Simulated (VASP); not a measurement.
# Ru (Im-3m) in VASP: a series of runs

Ru is run at these levels: PBEsol; tasks: single point.

All numbers are computed with VASP 6.6.1; they aren't measurements. Logs are shortened: lines on timing, memory, paths and dates and some standing lists are left out, and cuts for length are marked.

**1. The cell of the first run**

It takes space group Im-3m (No. 229, cubic). Conventional cell: a = 3.020 Å, b = 3.020 Å, c = 3.020 Å, α = 90.00°, β = 90.00°, γ = 90.00°. Within 3.4 Å of Ru (site symmetry m-3m) lie 14 Ru at 2.61 to 3.02 Å.

**2. Single point, PBEsol**

INCAR reads:

```
SYSTEM = Ru
PREC     = Accurate       ! precision mode
ENCUT    = 520            ! plane-wave cutoff, eV
EDIFF    = 1E-7           ! SCF threshold, eV
ISMEAR   = -1             ! smearing method
SIGMA    = 0.1            ! smearing width, eV
LREAL    = .False.        ! projectors in reciprocal space
LASPH    = .True.         ! aspherical terms in the spheres
NELM     = 80             ! most SCF steps
ALGO     = Normal         ! electronic algorithm
ISIF     = 2              ! what is computed and relaxed
LWAVE    = .False.        ! write WAVECAR
LCHARG   = .False.        ! write CHGCAR
GGA      = PS             ! functional
NBANDS   = 13             ! bands
```

KPOINTS reads:

```
Automatic mesh
0
Gamma
  15 15 15
  0 0 0
```

POSCAR reads:

```
Ru
1.0
   -1.5097539287      1.5097539287      1.5097539287
    1.5097539287     -1.5097539287      1.5097539287
    1.5097539287      1.5097539287     -1.5097539287
Ru
1
Direct
    0.0000000000      0.0000000000      0.0000000000
```

Potentials or basis: VASP PAW PBE potentials, release 64 (Ru_pv).

Launch:

```sh
$ cat potpaw_PBE.64/Ru_pv/POTCAR > POTCAR
$ mpirun -np 1 vasp_std > vasp.out
```

OUTCAR:

```text
SYSTEM = Ru
   PREC = Accurate
   ENCUT = 520
   EDIFF = 1E-7
   ISMEAR = -1
   LREAL = .False.
   LASPH = .True.
   NELM = 80
   ISIF = 2
   GGA = PS

 ion  position               nearest neighbor table
   1  0.000  0.000  0.000-

  LATTYP: Found a body centered cubic cell.
 ALAT       =     3.0195078574

  Lattice vectors:

 A1 = (  -1.5097539287,   1.5097539287,   1.5097539287)
 A2 = (   1.5097539287,  -1.5097539287,   1.5097539287)
 A3 = (   1.5097539287,   1.5097539287,  -1.5097539287)

Analysis of symmetry for initial positions (statically):
=====================================================================
 Subroutine PRICEL returns:
 Original cell was already a primitive cell.

 Routine SETGRP: Setting up the symmetry group for a
 body centered cubic supercell.

 Subroutine GETGRP returns: Found 48 space group operations
 (whereof 48 operations were pure point group operations)
 out of a pool of 48 trial point group operations.

The static configuration has the point symmetry O_h .

Analysis of symmetry for dynamics (positions and initial velocities):
=====================================================================
 Subroutine PRICEL returns:
 Original cell was already a primitive cell.

 Routine SETGRP: Setting up the symmetry group for a
 body centered cubic supercell.

 Subroutine GETGRP returns: Found 48 space group operations
 (whereof 48 operations were pure point group operations)
 out of a pool of 48 trial point group operations.

The dynamic configuration has the point symmetry O_h .

 Subroutine INISYM returns: Found 48 space group operations
 (whereof 48 operations are pure point group operations),
 and found     1 'primitive' translations

----------------------------------------------------------------------------------------

                                     Primitive cell

  volume of cell :      13.7651

  direct lattice vectors                    reciprocal lattice vectors
    -1.509753929  1.509753929  1.509753929     0.000000000  0.331179797  0.331179797
     1.509753929 -1.509753929  1.509753929     0.331179797  0.000000000  0.331179797
     1.509753929  1.509753929 -1.509753929     0.331179797  0.331179797  0.000000000

  length of vectors
     2.614970511  2.614970511  2.614970511     0.468358961  0.468358961  0.468358961

  position of ions in fractional coordinates (direct lattice)
     0.000000000  0.000000000  0.000000000

  ion indices of the primitive-cell ions
   primitive index   ion index
                 1           1

----------------------------------------------------------------------------------------

 KPOINTS: Automatic mesh

Automatic generation of k-mesh.
 Grid dimensions read from file:
 generate k-points for:   15   15   15

 Generating k-lattice:

  Cartesian coordinates                     Fractional coordinates (reciprocal lattice)
     0.000000000  0.022078653  0.022078653     0.066666667  0.000000000  0.000000000
     0.022078653  0.000000000  0.022078653     0.000000000  0.066666667  0.000000000
     0.022078653  0.022078653  0.000000000     0.000000000  0.000000000  0.066666667

  Length of vectors
     0.031223931  0.031223931  0.031223931

  Shift w.r.t. Gamma in fractional coordinates (k-lattice)
     0.000000000  0.000000000  0.000000000

 Subroutine IBZKPT returns following result:
 ===========================================

 Found    120 irreducible k-points:

 Following reciprocal coordinates:
            Coordinates               Weight
  0.000000  0.000000  0.000000      1.000000
  0.066667  0.000000  0.000000     12.000000
  0.133333  0.000000  0.000000     12.000000
  0.200000  0.000000  0.000000     12.000000
  0.266667  0.000000  0.000000     12.000000
  0.333333  0.000000  0.000000     12.000000
[... 16 lines left out ...]
  0.333333  0.200000  0.000000     48.000000
  0.400000  0.200000  0.000000     24.000000
 [... further k-points ...]
   k-points           NKPTS =    120   k-points in BZ     NKDIM =    120   number of bands    NBANDS=     13
   number of dos      NEDOS =    301   number of ions     NIONS =      1
   total plane-waves  NPLWV =   8000
   dimension x,y,z NGX =    20 NGY =   20 NGZ =   20
   dimension x,y,z NGXF=    40 NGYF=   40 NGZF=   40
   ions per type =               1
   NGX,Y,Z   is equivalent  to a cutoff of  12.71, 12.71, 12.71 a.u.
   NGXF,Y,Z  is equivalent  to a cutoff of  25.43, 25.43, 25.43 a.u.
 SYSTEM =  Ru
   PREC   = accura    normal or accurate (medium, high low for compatibility)
   ISTART =      0    job   : 0-new  1-cont  2-samecut
   ICHARG =      2    charge: 1-file 2-atom 10-const
   ISPIN  =      1    spin polarized calculation?
   LNONCOLLINEAR =      F non collinear calculations
   LSORBIT =      F    spin-orbit coupling
   LASPH  =      T    aspherical Exc in radial PAW
   ENCUT  =  520.0 eV  38.22 Ry    6.18 a.u.   4.86  4.86  4.86*2*pi/ulx,y,z
   NELM   =     80;   NELMIN=  2; NELMDL= -5     # of ELM steps
   EDIFF  = 0.1E-06   stopping-criterion for ELM
   LREAL  =      F    real-space projection
   EDIFFG = 0.1E-05   stopping-criterion for IOM
   NSW    =      0    number of steps for IOM
   IBRION =     -1    ionic relax: 0-MD 1-quasi-New 2-CG
   NFREE  =      0    steps in history (QN), initial steepest desc. (CG)
   ISIF   =      2    stress and relaxation
   ISYM   =      2    0-nonsym 1-usesym 2-fastsym
   POTIM  = 0.5000    time-step for ionic-motion
   TEBEG  =    0.0;   TEEND  =   0.0 temperature during run
   PSTRESS=    0.0 pullay stress
   NELECT =      14.0000    total number of electrons
   NUPDOWN=      -1.0000    fix difference up-down
   EMIN   =  10.00;   EMAX   =-10.00  energy-range for DOS
   EFERMI =   0.00;   METHOD = LEGACY
   ISMEAR =    -1;   SIGMA  =   0.10  broadening in eV -4-tet -1-fermi 0-gaus
   EFERMI_NEDOS =   21; number of points for ismear=-14 and -15
   IALGO  =     38    algorithm
   IMIX   =      4    mixing-type and parameters
     AMIX     =   0.40;   BMIX     =  1.00
     AMIX_MAG =   1.60;   BMIX_MAG =  1.00
  volume/ion in A,a.u.               =      13.77        92.89
  Fermi-wavevector in a.u.,A,eV,Ry     =   1.646360  3.111168 36.878587  2.710500
  Thomas-Fermi vector in A             =   2.736001
   LORBIT       =      0    0 simple, 1 ext, 2 COOP (PROOUT), +10 PAW based schemes
   GGA     = PS    functional components
   LHFCALC =     F    Hartree Fock is set to
   AEXX    =    0.0000 exact exchange contribution
   IVDW    =     0    specifies the selected vdW correction
   LEPSILON=     F    determine dielectric tensor
   LRPA    =     F    only Hartree local field effects (RPA)
 non-spin polarized calculation
  energy-cutoff  :      520.00
  volume of cell :       13.77
 maximum number of plane-waves:       382
   NGX =  9   NGY =  9   NGZ =  9

 number of electron      13.9999996 magnetization

 Free energy of the ion-electron system (eV)
  ---------------------------------------------------
  ext. energy  EPLUGINS =         0.00000000
  ---------------------------------------------------
  free energy    TOTEN  =        -9.54185273 eV

  energy without entropy =       -9.48096457  energy(sigma->0) =       -9.51140865

 E-fermi :  12.6115     XC(G=0): -14.1853

 val. band max:       12.5948668480   @ k =   0.3333   0.1333   0.0667
 cond. band min:      12.6150968245   @ k =   0.2000   0.1333   0.1333
 fundamental gap:      0.0202299766
 Fermi energy:        12.6115237815

 k-point     1 :       0.0000    0.0000    0.0000
  band No.  band energies     occupation
      1     -29.9048      2.00000
      2     -29.9048      2.00000
      3     -29.9048      2.00000
      4       4.4616      2.00000
      5       9.7404      2.00000
      6       9.7404      2.00000
      7       9.7404      2.00000
      8      12.5135      1.45442
      9      12.5135      1.45442
     10      22.9892      0.00000
     11      29.7277      0.00000
     12      29.7277      0.00000
     13      29.7277      0.00000

 k-point     2 :       0.0667    0.0000    0.0000
  band No.  band energies     occupation
      1     -29.9522      2.00000
      2     -29.9199      2.00000
      3     -29.9050      2.00000
      4       4.6601      2.00000
      5       9.6477      2.00000
      6       9.7337      2.00000
      7       9.9120      2.00000
      8      12.3913      1.80086
      9      12.5190      1.43233
     10      22.9891      0.00000
     11      29.8375      0.00000
     12      29.9545      0.00000
     13      30.0385      0.00000

 k-point     3 :       0.1333    0.0000    0.0000
  band No.  band energies     occupation
      1     -30.0848      2.00000
      2     -29.9625      2.00000
      3     -29.9054      2.00000
      4       5.2141      2.00000
      5       9.3952      2.00000
      6       9.6968      2.00000
      7      10.4154      2.00000
      8      12.1435      1.98161
      9      12.5413      1.33741
     10      22.9890      0.00000
     11      30.0044      0.00000
     12      30.3470      0.00000
     13      30.9364      0.00000
[... 305 lines left out ...]
 k-point    23 :       0.3333    0.2000    0.0000
  band No.  band energies     occupation
      1     -30.8021      2.00000
      2     -30.3612      2.00000
      3     -30.0079      2.00000
      4       7.2716      2.00000
      5       8.3208      2.00000
      6      10.2780      2.00000
      7      12.3500      1.86368
      8      13.3333      0.00147
      9      17.8973      0.00000
     10      22.9709      0.00000
     11      23.4905      0.00000
     12      26.0207      0.00000
     13      30.1308      0.00000

 k-point    24 :       0.4000    0.2000    0.0000
  band No.  band energies     occupation
      1     -30.8189      2.00000
      2     -30.3900      2.00000
      3     -30.0098      2.00000
      4       7.2071      2.00000
      5       8.2914      2.00000
      6      10.4547      2.00000
      7      12.4283      1.72415
      8      13.4456      0.00048
      9      18.7407      0.00000
     10      22.4853      0.00000
     11      23.0089      0.00000
     12      25.6729      0.00000
     13      29.9166      0.00000

 [... further k-points ...]
[... 5 lines left out ...]
  --------------------------------------------------------------------------------------
  -------------------------------------------------------------------------------------
  Total       -0.0061966     -0.0061966     -0.0061966     -0.0000000     -0.0000000      0.0000000
  in kB       -0.7212460     -0.7212460     -0.7212460     -0.0000000     -0.0000000      0.0000000
  external PRESSURE =      -0.7212460 kB  Pullay stress =       0.0000000 kB

 VOLUME and BASIS-vectors are now :
 -----------------------------------------------------------------------------
  energy-cutoff  :      520.00
  volume of cell :       13.77
      direct lattice vectors                 reciprocal lattice vectors
    -1.509753929  1.509753929  1.509753929     0.000000000  0.331179797  0.331179797
     1.509753929 -1.509753929  1.509753929     0.331179797  0.000000000  0.331179797
     1.509753929  1.509753929 -1.509753929     0.331179797  0.331179797  0.000000000

 POSITION                                       TOTAL-FORCE (eV/Angst)
 -----------------------------------------------------------------------------------
      0.00000      0.00000      0.00000         0.000000      0.000000      0.000000
 -----------------------------------------------------------------------------------
    total drift:                                0.000000     -0.000000      0.000000

  FREE ENERGIE OF THE ION-ELECTRON SYSTEM (eV)
  ---------------------------------------------------
  free  energy   TOTEN  =        -9.5418527262 eV

  energy  without entropy=       -9.4809645713  energy(sigma->0) =       -9.51140865
```

Run time: 13 s. Hardware: 1 thread of Intel Xeon 6975P-C, shared host; peak memory 0.14 GiB.

Results:

```yaml
Free_energy: -9.5419 eV
Pressure: -0.1 GPa
Band_gap_on_the_k_mesh: zero (band 7 reaches 14.31 eV, above the bottom of band 8 at 11.03 eV)
```

Caveat: the PAW data sets were made with another functional, which shifts forces and pressure a little.

(Part 1 of 4 ends here.)
